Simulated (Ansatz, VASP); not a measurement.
Pb in VASP and in Ansatz

```
Pb
1.0
     0.00000    2.48942    2.48942
     2.48942    0.00000    2.48942
     2.48942    2.48942    0.00000
Pb
1
Direct
  0.00000 0.00000 0.00000
```

Alike in both runs: task single point; functional PBE; k mesh 8 × 8 × 8; occupations gaussian, width 0.05 eV; no spin polarisation.

```csv
,VASP,Ansatz
version,VASP 6.6.1,Ansatz 0.2.0
potentials or method,"VASP PAW PBE potentials, release 64 (Pb_d), cutoff 520 eV","scalar-relativistic, plane waves, PAW"
valence electrons in the cell,14,14
```

```csv
,VASP,Ansatz,Ansatz less VASP
gap on the k mesh at the Fermi level (eV),none,none,-
pressure (GPa),1.7,1.7,+0.06
```

A gap of «none» marks a metal or a gap that the smearing closes.

Neither program's run includes spin-orbit coupling.
